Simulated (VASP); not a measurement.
# Ag (Fm-3m) in VASP: elastic constants with PBE

Aim: the elastic constants of Ag with PBE.

Program: VASP 6.6.1. These are calculated values, not measurements. Logs are shortened: lines on timing, memory, paths and dates and some standing lists are left out, and cuts for length are marked.

## 1. The cell of the first run

The structure is cubic, space group Fm-3m (No. 225). Conventional cell: a = 4.149 Å, b = 4.149 Å, c = 4.149 Å, α = 90.00°, β = 90.00°, γ = 90.00°. Within 3.9 Å of Ag (site symmetry m-3m) lie 12 Ag at 2.93 Å.

## 2. Elastic constants, PBE

Contents of INCAR:

```
ALGO = Normal ; EDIFF = 1E-8
ENCUT = 600 ; GGA = PE
IBRION = 6 ; ISIF = 3
ISMEAR = -1 ; LASPH = True
LCHARG = False ; LREAL = False
LWAVE = False ; NELM = 100
NFREE = 2 ; NSW = 1
POTIM = 0.015 ; PREC = Accurate
SIGMA = 0.15
```

Contents of KPOINTS:

```
k-points
0
Gamma
  18 18 18
```

Contents of POSCAR:

```
Ag
1.0
    0.0000000000      2.0745416314      2.0745416314
    2.0745416314      0.0000000000      2.0745416314
    2.0745416314      2.0745416314      0.0000000000
Ag
1
Direct
    0.0000000000      0.0000000000      0.0000000000
```

Potentials or basis: VASP PAW PBE potentials, release 64 (Ag).

On the command line:

```console
cat potpaw_PBE.64/Ag/POTCAR > POTCAR
mpirun -np 1 vasp_std > vasp.out
```

OUTCAR:

```text
EDIFF = 1E-8
   ENCUT = 600
   GGA = PE
   IBRION = 6
   ISIF = 3
   ISMEAR = -1
   LASPH = True
   LREAL = False
   NELM = 100
   NFREE = 2
   NSW = 1
   POTIM = 0.015
   PREC = Accurate

 ion  position               nearest neighbor table
   1  0.000  0.000  0.000-

  LATTYP: Found a face centered cubic cell.
 ALAT       =     4.1490832628

  Lattice vectors:

 A1 = (   0.0000000000,   2.0745416314,   2.0745416314)
 A2 = (   2.0745416314,   0.0000000000,   2.0745416314)
 A3 = (   2.0745416314,   2.0745416314,   0.0000000000)

Analysis of symmetry for initial positions (statically):
=====================================================================
 Subroutine PRICEL returns:
 Original cell was already a primitive cell.

 Routine SETGRP: Setting up the symmetry group for a
 face centered cubic supercell.

 Subroutine GETGRP returns: Found 48 space group operations
 (whereof 48 operations were pure point group operations)
 out of a pool of 48 trial point group operations.

The static configuration has the point symmetry O_h .

Analysis of symmetry for dynamics (positions and initial velocities):
=====================================================================
 Subroutine PRICEL returns:
 Original cell was already a primitive cell.

 Routine SETGRP: Setting up the symmetry group for a
 face centered cubic supercell.

 Subroutine GETGRP returns: Found 48 space group operations
 (whereof 48 operations were pure point group operations)
 out of a pool of 48 trial point group operations.

The dynamic configuration has the point symmetry O_h .

 Subroutine INISYM returns: Found 48 space group operations
 (whereof 48 operations are pure point group operations),
 and found     1 'primitive' translations

----------------------------------------------------------------------------------------

                                     Primitive cell

  volume of cell :      17.8565

  direct lattice vectors                    reciprocal lattice vectors
     0.000000000  2.074541631  2.074541631    -0.241017096  0.241017096  0.241017096
     2.074541631  0.000000000  2.074541631     0.241017096 -0.241017096  0.241017096
     2.074541631  2.074541631  0.000000000     0.241017096  0.241017096 -0.241017096

  length of vectors
     2.933844911  2.933844911  2.933844911     0.417453856  0.417453856  0.417453856

  position of ions in fractional coordinates (direct lattice)
     0.000000000  0.000000000  0.000000000

  ion indices of the primitive-cell ions
   primitive index   ion index
                 1           1

----------------------------------------------------------------------------------------

 KPOINTS: k-points

Automatic generation of k-mesh.
 Grid dimensions read from file:
 generate k-points for:   18   18   18

 Generating k-lattice:

  Cartesian coordinates                     Fractional coordinates (reciprocal lattice)
    -0.013389839  0.013389839  0.013389839     0.055555556  0.000000000  0.000000000
     0.013389839 -0.013389839  0.013389839     0.000000000  0.055555556  0.000000000
     0.013389839  0.013389839 -0.013389839     0.000000000  0.000000000  0.055555556

  Length of vectors
     0.023191881  0.023191881  0.023191881

[... 87 lines left out ...]
  volume of cell :       17.86
 maximum number of plane-waves:       609
   NGX = 11   NGY = 11   NGZ = 11

--------------------------------------- Ionic step        1  -------------------------------------------

 number of electron      11.0000000 magnetization

 Free energy of the ion-electron system (eV)
  ---------------------------------------------------
  ext. energy  EPLUGINS =         0.00000000
  ---------------------------------------------------
  free energy    TOTEN  =        -2.72867171 eV

  energy without entropy =       -2.71017773  energy(sigma->0) =       -2.71942472

------------------------ aborting loop because EDIFF is reached ----------------------------------------

  FORCE on cell =-STRESS in cart. coord.  units (eV):
  Direction    XX          YY          ZZ          XY          YZ          ZX
  --------------------------------------------------------------------------------------
  -------------------------------------------------------------------------------------
  Total       -0.0189505     -0.0189505     -0.0189505      0.0000000     -0.0000000      0.0000000
  in kB       -1.7003369     -1.7003369     -1.7003369      0.0000000     -0.0000000      0.0000000
  external PRESSURE =      -1.7003369 kB  Pullay stress =       0.0000000 kB
[... 86 lines left out ...]
  FREE ENERGIE OF THE ION-ELECTRON SYSTEM (eV)
  ---------------------------------------------------
  free  energy   TOTEN  =        -2.7275026166 eV

  energy  without entropy=       -2.7091377023  energy(sigma->0) =       -2.71832016

[... ionic steps 4 to 12 ...]

--------------------------------------- Ionic step       13  -------------------------------------------

 number of electron      11.0000000 magnetization

------------------------ aborting loop because EDIFF is reached ----------------------------------------
[... 65 lines left out ...]
--------------------------------------- Ionic step       15  -------------------------------------------

 number of electron      11.0000000 magnetization

 Free energy of the ion-electron system (eV)
  ---------------------------------------------------
  ext. energy  EPLUGINS =         0.00000000
  ---------------------------------------------------
  free energy    TOTEN  =        -2.72867178 eV

  energy without entropy =       -2.71017781  energy(sigma->0) =       -2.71942480

 E-fermi :   7.8173     XC(G=0): -11.9363

 val. band max:        7.7425030592   @ k =   0.5000   0.1667   0.0556
 cond. band min:       7.8816121452   @ k =   0.5000   0.3333   0.1111
 fundamental gap:      0.1391090860
 Fermi energy:         7.8172874191

 k-point     1 :       0.0000    0.0000    0.0000
  band No.  band energies     occupation
      1       0.3697      2.00000
      2       3.1594      2.00000
      3       3.1594      2.00000
      4       3.1594      2.00000
      5       4.1114      2.00000
      6       4.1114      2.00000
      7      23.7210      0.00000
      8      27.0261      0.00000
      9      27.0261      0.00000
[... 265 lines left out ...]
 k-point    24 :      -0.2222    0.0556    0.0000
  band No.  band energies     occupation
      1       1.7283      2.00000
      2       3.1848      2.00000
      3       3.3861      2.00000
      4       3.4134      2.00000
      5       4.0707      2.00000
      6       4.4127      2.00000
      7      19.0163      0.00000
      8      23.7732      0.00000
      9      25.9813      0.00000

 [... further k-points ...]
[... 5 lines left out ...]
  --------------------------------------------------------------------------------------
  -------------------------------------------------------------------------------------
  Total       -0.0189747     -0.0189747     -0.0189747      0.0000000      0.0000000      0.0000000
  in kB       -1.7025090     -1.7025090     -1.7025090      0.0000000      0.0000000      0.0000000
  external PRESSURE =      -1.7025090 kB  Pullay stress =       0.0000000 kB
[... 16 lines left out ...]
  FREE ENERGIE OF THE ION-ELECTRON SYSTEM (eV)
  ---------------------------------------------------
  free  energy   TOTEN  =        -2.7286717845 eV

  energy  without entropy=       -2.7101778076  energy(sigma->0) =       -2.71942480

 INTERNAL STRAIN TENSORS FROM STRAINED CELLS
 ============================================

 INTERNAL STRAIN TENSOR FOR ION    1 for displacements in x,y,z  (eV/Angst):
          X           Y           Z          XY          YZ          ZX
  --------------------------------------------------------------------------------
  x     0.00000    -0.00000     0.00000     0.00000     0.00000    -0.00000
  y    -0.00000     0.00000    -0.00000    -0.00000     0.00000    -0.00000
  z    -0.00000     0.00000    -0.00000     0.00000     0.00000    -0.00000

 INTERNAL STRAIN TENSORS FROM DISPLACED ATOMS
 ============================================

 INTERNAL STRAIN TENSOR FOR ION    1 for displacements in x,y,z  (eV/Angst):
          X           Y           Z          XY          YZ          ZX
  --------------------------------------------------------------------------------
  x     0.00000     0.00000     0.00000     0.00000     0.00000     0.00000
  y     0.00000     0.00000     0.00000     0.00000     0.00000     0.00000
  z     0.00000     0.00000     0.00000     0.00000     0.00000     0.00000

 Eigenvectors and eigenvalues of the dynamical matrix
 ----------------------------------------------------

   1 f  =    0.000000 THz     0.000000 2PiTHz    0.000000 cm-1     0.000000 meV
             X         Y         Z           dx          dy          dz
      0.000000  0.000000  0.000000    -0.891781    0.452467    0.000000

   2 f  =    0.000000 THz     0.000000 2PiTHz    0.000000 cm-1     0.000000 meV
             X         Y         Z           dx          dy          dz
      0.000000  0.000000  0.000000     0.000000    0.000000    1.000000

   3 f  =    0.000000 THz     0.000000 2PiTHz    0.000000 cm-1     0.000000 meV
             X         Y         Z           dx          dy          dz
      0.000000  0.000000  0.000000     0.452467    0.891781    0.000000

--------------------------------------------------------------------------------------------------------

 ELASTIC MODULI CONTR FROM IONIC RELAXATION (kBar)
 Direction    XX          YY          ZZ          XY          YZ          ZX
 --------------------------------------------------------------------------------
 XX           0.0000      0.0000      0.0000      0.0000      0.0000      0.0000
 YY           0.0000      0.0000      0.0000      0.0000      0.0000      0.0000
 ZZ           0.0000      0.0000      0.0000      0.0000      0.0000      0.0000
 XY           0.0000      0.0000      0.0000      0.0000      0.0000      0.0000
 YZ           0.0000      0.0000      0.0000      0.0000      0.0000      0.0000
 ZX           0.0000      0.0000      0.0000      0.0000      0.0000      0.0000
 --------------------------------------------------------------------------------

 TOTAL ELASTIC MODULI (kBar)
 Direction    XX          YY          ZZ          XY          YZ          ZX
 --------------------------------------------------------------------------------
 XX        1130.9587    791.6357    791.6357      0.0000     -0.0000      0.0000
 YY         791.6357   1130.9587    791.6357     -0.0000     -0.0000      0.0000
 ZZ         791.6357    791.6357   1130.9587      0.0000      0.0000     -0.0000
 XY           0.0000     -0.0000      0.0000    456.2529      0.0000      0.0000
 YZ          -0.0000     -0.0000      0.0000      0.0000    456.2529      0.0000
 ZX           0.0000      0.0000     -0.0000      0.0000      0.0000    456.2529
 --------------------------------------------------------------------------------
```

Wall time 11 min (1 thread of Intel Xeon Platinum 8488C (Sapphire Rapids), shared host); peak memory 0.65 GiB.

What came out:

```yaml
Elastic_constants_C11_C12_C44: 113, 79, 46 GPa
Voigt_bulk_modulus: 90 GPa
```

Elastic tensor in Voigt notation (GPa, in the Cartesian axes of the cell as first typed):
```
113  79  79   0   0   0
 79 113  79   0   0   0
 79  79 113   0   0   0
  0   0   0  46   0   0
  0   0   0   0  46   0
  0   0   0   0   0  46
```

Clamped-ion elastic tensor (GPa):
```
113  79  79   0   0   0
 79 113  79   0   0   0
 79  79 113   0   0   0
  0   0   0  46   0   0
  0   0   0   0  46   0
  0   0   0   0   0  46
```
